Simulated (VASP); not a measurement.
# Na (P6_3/mmc) in VASP: further runs

Runs on Na. Level: PBE. Tasks: single point.

Program: VASP 6.6.1. These are calculated values, not measurements. Logs are shortened: lines on timing, memory, paths and dates and some standing lists are left out, and cuts for length are marked.

### Step 1. The cell of the first run

Symmetry: P6_3/mmc, No. 194, hexagonal system. The conventional cell has a = 3.595 Å, b = 3.595 Å, c = 6.103 Å, α = 90.00°, β = 90.00°, γ = 120.00°. Na (site symmetry -6m2) has 12 Na at 3.60 to 3.69 Å within 4.7 Å.

This isn't the form of Na at room conditions, which is bcc.

### Step 2. Single point, PBE

The input, INCAR:

```
SYSTEM = Na
PREC     = Accurate       ! precision mode
ENCUT    = 520            ! plane-wave cutoff, eV
EDIFF    = 1E-6           ! SCF threshold, eV
ISMEAR   = 0              ! smearing method
SIGMA    = 0.15           ! smearing width, eV
LREAL    = .FALSE.        ! projectors in reciprocal space
LASPH    = .TRUE.         ! aspherical terms in the spheres
NELM     = 100            ! most SCF steps
ALGO     = Fast           ! electronic algorithm
ISIF     = 2              ! what is computed and relaxed
LWAVE    = .FALSE.        ! write WAVECAR
LCHARG   = .FALSE.        ! write CHGCAR
GGA      = PE             ! functional
NBANDS   = 14             ! bands
```

The input, KPOINTS:

```
Automatic mesh
0
G
  15 15 8
  0 0 0
```

The input, POSCAR:

```
Na
1.0
    3.5951958532      0.0000000000      0.0000000000
   -1.7975979266      3.1135309404      0.0000000000
    0.0000000000      0.0000000000      6.1030356778
Na
2
Direct
    0.3333333333      0.6666666667      0.2500000000
    0.6666666667      0.3333333333      0.7500000000
```

Potentials or basis: VASP PAW PBE potentials, release 64 (Na_pv).

Launch:

```console
cat potpaw_PBE.64/Na_pv/POTCAR > POTCAR
mpirun -np 1 vasp_std > vasp.out
```

OUTCAR:

```text
SYSTEM = Na
   PREC = Accurate
   ENCUT = 520
   EDIFF = 1E-6
   ISMEAR = 0
   LREAL = .FALSE.
   LASPH = .TRUE.
   NELM = 100
   ISIF = 2
   GGA = PE

 ion  position               nearest neighbor table
   1  0.333  0.667  0.250-
   2  0.667  0.333  0.750-

  LATTYP: Found a hexagonal cell.
 ALAT       =     3.5951958532
 C/A-ratio  =     1.6975530477

  Lattice vectors:

 A1 = (   3.5951958532,   0.0000000000,   0.0000000000)
 A2 = (  -1.7975979266,   3.1135309404,   0.0000000000)
 A3 = (   0.0000000000,   0.0000000000,   6.1030356778)

Analysis of symmetry for initial positions (statically):
=====================================================================
 Subroutine PRICEL returns:
 Original cell was already a primitive cell.

 Routine SETGRP: Setting up the symmetry group for a
 hexagonal supercell.

 Subroutine GETGRP returns: Found 24 space group operations
 (whereof 12 operations were pure point group operations)
 out of a pool of 24 trial point group operations.

The static configuration has the point symmetry D_3d.
 The point group associated with its full space group is D_6h.

Analysis of symmetry for dynamics (positions and initial velocities):
=====================================================================
 Subroutine PRICEL returns:
 Original cell was already a primitive cell.

 Routine SETGRP: Setting up the symmetry group for a
 hexagonal supercell.

 Subroutine GETGRP returns: Found 24 space group operations
 (whereof 12 operations were pure point group operations)
 out of a pool of 24 trial point group operations.

The dynamic configuration has the point symmetry D_3d.
 The point group associated with its full space group is D_6h.

 Subroutine INISYM returns: Found 24 space group operations
 (whereof 12 operations are pure point group operations),
 and found     1 'primitive' translations

----------------------------------------------------------------------------------------

                                     Primitive cell

  volume of cell :      68.3159

  direct lattice vectors                    reciprocal lattice vectors
     3.595195853  0.000000000  0.000000000     0.278148963  0.160589379  0.000000000
    -1.797597927  3.113530940  0.000000000     0.000000000  0.321178758  0.000000000
     0.000000000  0.000000000  6.103035678     0.000000000  0.000000000  0.163852884

  length of vectors
     3.595195853  3.595195853  6.103035678     0.321178758  0.321178758  0.163852884

  position of ions in fractional coordinates (direct lattice)
     0.333333333  0.666666667  0.250000000
[... 91 lines left out ...]
   EMIN   =  10.00;   EMAX   =-10.00  energy-range for DOS
   EFERMI =   0.00;   METHOD = LEGACY
   ISMEAR =     0;   SIGMA  =   0.15  broadening in eV -4-tet -1-fermi 0-gaus
   EFERMI_NEDOS =   21; number of points for ismear=-14 and -15
   IALGO  =     68    algorithm
   IMIX   =      4    mixing-type and parameters
     AMIX     =   0.40;   BMIX     =  1.00
     AMIX_MAG =   1.60;   BMIX_MAG =  1.00
  volume/ion in A,a.u.               =      34.16       230.51
  Fermi-wavevector in a.u.,A,eV,Ry     =   0.965184  1.823934 12.674928  0.931581
  Thomas-Fermi vector in A             =   2.094879
   LORBIT       =      0    0 simple, 1 ext, 2 COOP (PROOUT), +10 PAW based schemes
   GGA     = PE    functional components
   LHFCALC =     F    Hartree Fock is set to
   AEXX    =    0.0000 exact exchange contribution
   IVDW    =     0    specifies the selected vdW correction
   LEPSILON=     F    determine dielectric tensor
   LRPA    =     F    only Hartree local field effects (RPA)
 non-spin polarized calculation
 RMM-DIIS sequential band-by-band and
 Gauss-broadening in eV      SIGMA  =   0.15
  energy-cutoff  :      520.00
  volume of cell :       68.32
 maximum number of plane-waves:      1860
 NGX is ok and might be reduce to    28
   NGX = 13   NGY = 13   NGZ = 23

 number of electron      14.0000001 magnetization

 Free energy of the ion-electron system (eV)
  ---------------------------------------------------
  ext. energy  EPLUGINS =         0.00000000
  ---------------------------------------------------
  free energy    TOTEN  =        -2.61125129 eV

  energy without entropy =       -2.59967579  energy(sigma->0) =       -2.60546354

 E-fermi :   0.5960     XC(G=0):  -6.7188

 val. band max:        0.5640196847   @ k =   0.3333   0.2000   0.1250
 cond. band min:       0.6126206811   @ k =   0.4000  -0.0000   0.5000
 fundamental gap:      0.0486009964
 Fermi energy:         0.5959814413

 k-point     1 :       0.0000    0.0000    0.0000
  band No.  band energies     occupation
      1     -24.3068      2.00000
      2     -24.2707      2.00000
      3     -24.2707      2.00000
      4     -24.2655      2.00000
      5     -24.2655      2.00000
      6     -24.2645      2.00000
      7      -2.8804      2.00000
      8       0.9575      0.00065
      9       1.3844      0.00000
     10      11.3573      0.00000
     11      11.3573      0.00000
     12      11.3574      0.00000
     13      11.8654      0.00000
     14      11.8654      0.00000
[... 377 lines left out ...]
      1     -24.3070      2.00000
      2     -24.3009      2.00000
      3     -24.2901      2.00000
      4     -24.2837      2.00000
      5     -24.2825      2.00000
      6     -24.2753      2.00000
      7       1.3307      0.00000
      8       1.5296      0.00000
      9       4.1404      0.00000
     10       4.9234      0.00000
     11       4.9986      0.00000
     12       5.4200      0.00000
     13       6.8157      0.00000
     14       7.8601      0.00000

 [... further k-points ...]

------------------------ aborting loop because EDIFF is reached ----------------------------------------

  FORCE on cell =-STRESS in cart. coord.  units (eV):
  Direction    XX          YY          ZZ          XY          YZ          ZX
  --------------------------------------------------------------------------------------
  -------------------------------------------------------------------------------------
  Total        0.3819935      0.3819935      0.1554631      0.0000000      0.0000000      0.0000000
  in kB        8.9586973      8.9586973      3.6459970      0.0000000      0.0000000      0.0000000
  external PRESSURE =       7.1877972 kB  Pullay stress =       0.0000000 kB

 VOLUME and BASIS-vectors are now :
 -----------------------------------------------------------------------------
  energy-cutoff  :      520.00
  volume of cell :       68.32
      direct lattice vectors                 reciprocal lattice vectors
     3.595195853  0.000000000  0.000000000     0.278148963  0.160589379  0.000000000
    -1.797597927  3.113530940  0.000000000     0.000000000  0.321178758  0.000000000
     0.000000000  0.000000000  6.103035678     0.000000000  0.000000000  0.163852884

 POSITION                                       TOTAL-FORCE (eV/Angst)
 -----------------------------------------------------------------------------------
     -0.00000      2.07569      1.52576         0.000000      0.000000     -0.000000
      1.79760      1.03784      4.57728        -0.000000      0.000000      0.000000
 -----------------------------------------------------------------------------------
    total drift:                               -0.000000      0.000000      0.000000

  FREE ENERGIE OF THE ION-ELECTRON SYSTEM (eV)
  ---------------------------------------------------
  free  energy   TOTEN  =        -2.6112512905 eV

  energy  without entropy=       -2.5996757859  energy(sigma->0) =       -2.60546354
```

OSZICAR:

```text
N       E                     dE             d eps       ncg     rms          rms(c)
DAV:   1     0.101831717383E+03    0.10183E+03   -0.76871E+03  3780   0.986E+02
DAV:   2     0.145746597266E+01   -0.10037E+03   -0.99148E+02  3858   0.282E+02
DAV:   3    -0.255743347937E+01   -0.40149E+01   -0.40110E+01  4950   0.635E+01
DAV:   4    -0.261223386420E+01   -0.54800E-01   -0.54798E-01  4278   0.807E+00
DAV:   5    -0.261344525276E+01   -0.12114E-02   -0.12114E-02  4800   0.120E+00    0.298E-01
RMM:   6    -0.261217215601E+01    0.12731E-02   -0.80366E-04  4798   0.315E-01    0.198E-01
RMM:   7    -0.261122847944E+01    0.94368E-03   -0.15074E-03  4817   0.379E-01    0.235E-02
RMM:   8    -0.261124111213E+01   -0.12633E-04   -0.38046E-04  4983   0.355E-01    0.653E-03
RMM:   9    -0.261124882897E+01   -0.77168E-05   -0.96124E-05  5156   0.116E-01    0.395E-03
RMM:  10    -0.261125057126E+01   -0.17423E-05   -0.28643E-05  4958   0.931E-02    0.351E-03
RMM:  11    -0.261125092613E+01   -0.35487E-06   -0.10812E-05  4946   0.394E-02    0.318E-04
RMM:  12    -0.261125129046E+01   -0.36433E-06   -0.36380E-06  3068   0.262E-02
   1 F= -.26112513E+01 E0= -.26054635E+01  d E =-.115755E-01
```

Wall time 2.5 min (1 thread of Oxide Virtual Turin-like, shared host); peak memory 0.2 GiB.

Results:

| Item | Value |
| --- | --- |
| Free energy | -2.6113 eV |
| Pressure | 0.7 GPa |
| Band gap on the k mesh | zero (bands 7 and 8 overlap by 4.67 eV) |

Levels at points of the mesh, in eV from the Fermi level:
```
           k point  band 4  band 5  band 6  band 7  band 8  band 9  band 10  band 11
(0.00, 0.00, 0.00)  -24.86  -24.86  -24.86   -3.48    0.36    0.79    10.76    10.76
(0.00, 0.00, 0.50)  -24.86  -24.86  -24.86   -2.44   -2.44    5.35     5.35    11.32
```

### Step 3. Single point, PBE

This run uses another cell than the first one, of 35.11 Å³/atom.

The input, INCAR:

```
PREC = Accurate ; ENCUT = 520
EDIFF = 1E-6 ; ISMEAR = 0
SIGMA = 0.15 ; LREAL = False
LASPH = True ; NELM = 80
ALGO = Fast ; ISIF = 2
LWAVE = False ; LCHARG = False
GGA = PE ; NBANDS = 14
```

The input, KPOINTS:

```
regular mesh
0
Gamma
  15 15 8
```

The input, POSCAR:

```
Na
1.0
    3.6450042957      0.0000000000      0.0000000000
   -1.8225021479      3.1566663170      0.0000000000
    0.0000000000      0.0000000000      6.1030356778
Na
2
Direct
    0.3333333333      0.6666666667      0.2500000000
    0.6666666667      0.3333333333      0.7500000000
```

Potentials or basis: VASP PAW PBE potentials, release 64 (Na_pv).

Launch:

```console
cat potpaw_PBE.64/Na_pv/POTCAR > POTCAR
mpirun -np 1 vasp_std > vasp.out
```

Wall time 1.9 min (1 thread of Oxide Virtual Turin-like, shared host); peak memory 0.2 GiB.

It converged, with:

```
Free energy            : -2.6202 eV
Pressure               : 0.4 GPa
Band gap on the k mesh : zero (bands 7 and 8 overlap by 4.55 eV)
```

Stress tensor (GPa, compression positive):
```
0.55 0.00 0.00
0.00 0.55 0.00
0.00 0.00 0.23
```

Levels at points of the mesh, in eV from the Fermi level:
```csv
k point,band 3,band 4,band 5,band 6,band 7,band 8,band 9,band 10,band 11,band 12
"(0.00, 0.00, 0.00)",-24.88,-24.87,-24.87,-24.87,-3.41,0.43,0.85,10.48,10.48,10.70
"(0.00, 0.00, 0.50)",-24.88,-24.88,-24.88,-24.88,-2.38,-2.38,5.41,5.41,11.05,11.05
```

### Step 4. Single point, PBE

This run uses another cell than the first one, of 36.08 Å³/atom.

The input, INCAR:

```
SYSTEM = Na
PREC = Accurate ; ENCUT = 520
EDIFF = 1E-7 ; ISMEAR = 0
SIGMA = 0.15 ; LREAL = .FALSE.
LASPH = .TRUE. ; NELM = 80
ALGO = Fast ; ISIF = 2
LWAVE = .FALSE. ; LCHARG = .TRUE.
GGA = PE ; LELF = .TRUE.
LVHAR = .TRUE. ; NBANDS = 14
```

The input, KPOINTS:

```
Automatic mesh
0
G
  15 15 8
  0 0 0
```

The input, POSCAR:

```
Na
1.0
    3.6951872379      0.0000000000      0.0000000000
   -1.8475936189      3.2001260197      0.0000000000
    0.0000000000      0.0000000000      6.1030356778
Na
2
Direct
    0.3333333333      0.6666666667      0.2500000000
    0.6666666667      0.3333333333      0.7500000000
```

Potentials or basis: VASP PAW PBE potentials, release 64 (Na_pv).

Launch:

```console
cat potpaw_PBE.64/Na_pv/POTCAR > POTCAR
mpirun -np 1 vasp_std > vasp.out
```

OUTCAR:

```text
SYSTEM = Na
   PREC = Accurate
   ENCUT = 520
   EDIFF = 1E-7
   ISMEAR = 0
   LREAL = .FALSE.
   LASPH = .TRUE.
   NELM = 80
   ISIF = 2
   GGA = PE

 ion  position               nearest neighbor table
   1  0.333  0.667  0.250-
   2  0.667  0.333  0.750-

  LATTYP: Found a hexagonal cell.
 ALAT       =     3.6951872379
 C/A-ratio  =     1.6516174377

  Lattice vectors:

 A1 = (   3.6951872379,   0.0000000000,   0.0000000000)
 A2 = (  -1.8475936189,   3.2001260197,   0.0000000000)
 A3 = (   0.0000000000,   0.0000000000,   6.1030356778)

Analysis of symmetry for initial positions (statically):
=====================================================================
 Subroutine PRICEL returns:
 Original cell was already a primitive cell.

 Routine SETGRP: Setting up the symmetry group for a
 hexagonal supercell.

 Subroutine GETGRP returns: Found 24 space group operations
 (whereof 12 operations were pure point group operations)
 out of a pool of 24 trial point group operations.

The static configuration has the point symmetry D_3d.
 The point group associated with its full space group is D_6h.

Analysis of symmetry for dynamics (positions and initial velocities):
=====================================================================
 Subroutine PRICEL returns:
 Original cell was already a primitive cell.

 Routine SETGRP: Setting up the symmetry group for a
 hexagonal supercell.

 Subroutine GETGRP returns: Found 24 space group operations
 (whereof 12 operations were pure point group operations)
 out of a pool of 24 trial point group operations.

The dynamic configuration has the point symmetry D_3d.
 The point group associated with its full space group is D_6h.

 Subroutine INISYM returns: Found 24 space group operations
 (whereof 12 operations are pure point group operations),
 and found     1 'primitive' translations

----------------------------------------------------------------------------------------

                                     Primitive cell

  volume of cell :      72.1688

[... 119 lines left out ...]
 non-spin polarized calculation
 RMM-DIIS sequential band-by-band and
 Gauss-broadening in eV      SIGMA  =   0.15
  energy-cutoff  :      520.00
  volume of cell :       72.17
 maximum number of plane-waves:      1967
 NGX is ok and might be reduce to    28
   NGX = 13   NGY = 13   NGZ = 23

 number of electron      13.9999991 magnetization

 Free energy of the ion-electron system (eV)
  ---------------------------------------------------
  ext. energy  EPLUGINS =         0.00000000
  ---------------------------------------------------
  free energy    TOTEN  =        -2.62541751 eV

  energy without entropy =       -2.61346890  energy(sigma->0) =       -2.61944321

 E-fermi :   0.4213     XC(G=0):  -6.5723

 val. band max:        0.4174730689   @ k =   0.2000   0.2000   0.3750
 cond. band min:       0.4254595489   @ k =   0.1333   0.0000   0.1250
 fundamental gap:      0.0079864800
 Fermi energy:         0.4213137437

 k-point     1 :       0.0000    0.0000    0.0000
  band No.  band energies     occupation
      1     -24.5063      2.00000
      2     -24.4744      2.00000
      3     -24.4744      2.00000
      4     -24.4694      2.00000
      5     -24.4694      2.00000
      6     -24.4689      2.00000
      7      -2.9289      2.00000
      8       0.9129      0.00000
      9       1.3269      0.00000
     10      10.6337      0.00000
     11      10.6337      0.00000
     12      11.0213      0.00000
     13      11.0442      0.00000
     14      11.0442      0.00000
[... 377 lines left out ...]
      1     -24.5017      2.00000
      2     -24.4961      2.00000
      3     -24.4891      2.00000
      4     -24.4868      2.00000
      5     -24.4819      2.00000
      6     -24.4793      2.00000
      7       1.0843      0.00000
      8       1.2386      0.00000
      9       3.7805      0.00000
     10       4.7043      0.00000
     11       4.7274      0.00000
     12       5.1709      0.00000
     13       6.3691      0.00000
     14       7.4660      0.00000

 [... further k-points ...]

------------------------ aborting loop because EDIFF is reached ----------------------------------------

  FORCE on cell =-STRESS in cart. coord.  units (eV):
  Direction    XX          YY          ZZ          XY          YZ          ZX
  --------------------------------------------------------------------------------------
  -------------------------------------------------------------------------------------
  Total        0.1304918      0.1304918      0.0615029      0.0000000     -0.0000000      0.0000000
  in kB        2.8969727      2.8969727      1.3653908      0.0000000     -0.0000000      0.0000000
  external PRESSURE =       2.3864454 kB  Pullay stress =       0.0000000 kB

 VOLUME and BASIS-vectors are now :
 -----------------------------------------------------------------------------
  energy-cutoff  :      520.00
  volume of cell :       72.17
      direct lattice vectors                 reciprocal lattice vectors
     3.695187238  0.000000000  0.000000000     0.270622281  0.156243847  0.000000000
    -1.847593619  3.200126020  0.000000000     0.000000000  0.312487694  0.000000000
     0.000000000  0.000000000  6.103035678     0.000000000  0.000000000  0.163852884

 POSITION                                       TOTAL-FORCE (eV/Angst)
 -----------------------------------------------------------------------------------
     -0.00000      2.13342      1.52576         0.000000     -0.000000     -0.000000
      1.84759      1.06671      4.57728        -0.000000      0.000000      0.000000
 -----------------------------------------------------------------------------------
    total drift:                               -0.000000      0.000000      0.000000

  FREE ENERGIE OF THE ION-ELECTRON SYSTEM (eV)
  ---------------------------------------------------
  free  energy   TOTEN  =        -2.6254175119 eV

  energy  without entropy=       -2.6134688988  energy(sigma->0) =       -2.61944321
```

stdout:

```text
POSCAR found type information on POSCAR Na
 POSCAR found :  1 types and       2 ions
 scaLAPACK will be used
 LDA part: xc-table for (Slater+PW92), standard interpolation
 POSCAR, INCAR and KPOINTS ok, starting setup
 FFT: planning ... GRIDC
 FFT: planning ... GRID_SOFT
 FFT: planning ... GRID
 WAVECAR not read
 entering main loop
```

Wall time 2.7 min (1 thread of Oxide Virtual Turin-like, shared host); peak memory 0.21 GiB.

What came out:

* Free energy: -2.6254 eV
* Pressure: 0.2 GPa
* Band gap on the k mesh: zero (bands 7 and 8 overlap by 4.43 eV)

### Step 5. Summary

```tsv
cell	further INCAR settings	gap on the mesh (eV)	pressure (GPa)
a = 3.595, b = 3.595, c = 6.103 Å, angles 90.0, 90.0, 120.0°, 2 atoms	ALGO = Fast; EDIFF = 1e-06; NBANDS = 14	none	0.7
a = 3.645, b = 3.645, c = 6.103 Å, angles 90.0, 90.0, 120.0°, 2 atoms	ALGO = Fast; EDIFF = 1e-06; NBANDS = 14	none	0.4
a = 3.695, b = 3.695, c = 6.103 Å, angles 90.0, 90.0, 120.0°, 2 atoms	ALGO = Fast; EDIFF = 1e-07; NBANDS = 14	none	0.2
```

Alike in all rows: task single point; level PBE; potentials or basis VASP PAW PBE potentials, release 64 (Na_pv); no spin polarisation; k mesh 15 × 15 × 8; cutoff (eV) 520; smearing gaussian 0.15 eV.

Absolute energies hang on the potentials; compare differences alone.

The gap in the log of VASP goes by the Fermi energy; the results here count the filled bands.